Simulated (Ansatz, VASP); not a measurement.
Two plane-wave programs on NaCl

```
Na Cl
1.0
     0.00000    2.78423    2.80273
     2.80273    0.00000    2.80273
     2.80273    2.78423    0.00000
Na Cl
1 1
Cartesian
  0.0000 0.0000 0.0000
  2.8027 2.7842 2.8027
```

Change from the starting cell: uniaxial_y strain -0.7%.

Alike in both runs: task single point; functional PBE; k mesh 8 × 8 × 8; occupations fermi-dirac, width 0.02 eV; no spin polarisation.

|  | VASP | Ansatz |
| --- | --- | --- |
| version | VASP 6.6.1 | Ansatz 0.2.0 |
| potentials or method | VASP PAW PBE potentials, release 64 (Na_pv, Cl) | plane waves, PAW |
| plane-wave cutoff (eV) | 520 | 420 |
| valence electrons in the cell | 14 | 16 |

```csv
,VASP,Ansatz,Ansatz less VASP
gap on the k mesh at the Fermi level (eV),5.20,5.20,0.000
pressure (GPa),1.4,1.5,+0.02
"traceless stress, the component that is largest in VASP (GPa)",0.22,0.22,-0.001
```

VASP's potentials hold 14 valence electrons a cell and Ansatz's 16, so a difference there can come from the potentials and not from the codes.
